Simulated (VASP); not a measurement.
Set up this calculation in VASP 6.6.1, as the native input.

| Item | Value |
| --- | --- |
| Task | relaxation of cell and atoms |
| Functional | PBEsol |
| Potentials or basis | VASP PAW PBE potentials, release 64 (Te, Mo_sv) |
| Cutoff | 600 eV |
| k mesh | 12 × 12 × 4 |
| Occupations | gaussian, width 0.02 eV |
| Spin | no spin polarisation |
| Target pressure | 12 GPa |
| Dipole correction | no |
| Further INCAR settings | ALGO = Normal; EDIFF = 1e-06; IBRION = 2; EDIFFG = -0.008; NSW = 70; ISIF = 3 |

The structure of Te2Mo lies in POSCAR:

```
Te2Mo
1.0
    3.3317492333      0.0000000000      0.0000000000
   -1.6658746167      2.8853794751      0.0000000000
    0.0000000000      0.0000000000      7.2090610024
Te Mo
2 1
Direct
    0.3333333333      0.6666666667      0.7543678477
    0.3333333333      0.6666666667      0.2456321523
    0.0000000000      0.0000000000      0.0000000000
```

The input as run:

INCAR

```
PREC = Accurate ; ENCUT = 600
EDIFF = 1E-6 ; ISMEAR = 0
SIGMA = 0.02 ; LREAL = F
LASPH = T ; NELM = 60
ALGO = Normal ; ISIF = 3
LWAVE = F ; LCHARG = F
GGA = PS ; IBRION = 2
NSW = 70 ; EDIFFG = -0.008
PSTRESS = 120.0
```

KPOINTS

```
Automatic mesh
0
Gamma
  12 12 4
```

Potentials or basis: VASP PAW PBE potentials, release 64 (Te, Mo_sv).

Launch:

```console
$ cat potpaw_PBE.64/Te/POTCAR potpaw_PBE.64/Mo_sv/POTCAR > POTCAR
$ mpirun -np 1 vasp_std > vasp.out
```

It gave:

- Relaxed volume: 22.68 Å³/atom
- Relaxed cell: a = 3.320 Å, b = 3.320 Å, c = 7.130 Å, α = 90.00°, β = 90.00°, γ = 120.00°
- Space group after relaxing (to 0.05 Å): P-6m2 (No. 187)
- Energy change on relaxing (the enthalpy is what falls): -2.1 meV/atom
- Ionic steps: 12
- Pressure after relaxing: 12.0 GPa
- Band gap on the k mesh: 0.33 eV, indirect (least direct gap 0.78 eV)

Caveat: the cell is relaxed towards a set pressure, so the enthalpy falls and the energy may rise; the PAW data sets were made with another functional, which shifts forces and pressure a little; spin-orbit coupling is left out, which moves the levels of the heavy elements; this functional lacks dispersion, which binds the layers, so the pressure and a relaxed spacing across them are unreliable.

Run time: 3.9 min on 1 thread of Intel(R) Xeon(R) 6975P-C (Granite Rapids), with other jobs on the host, peak memory 0.27 GiB.
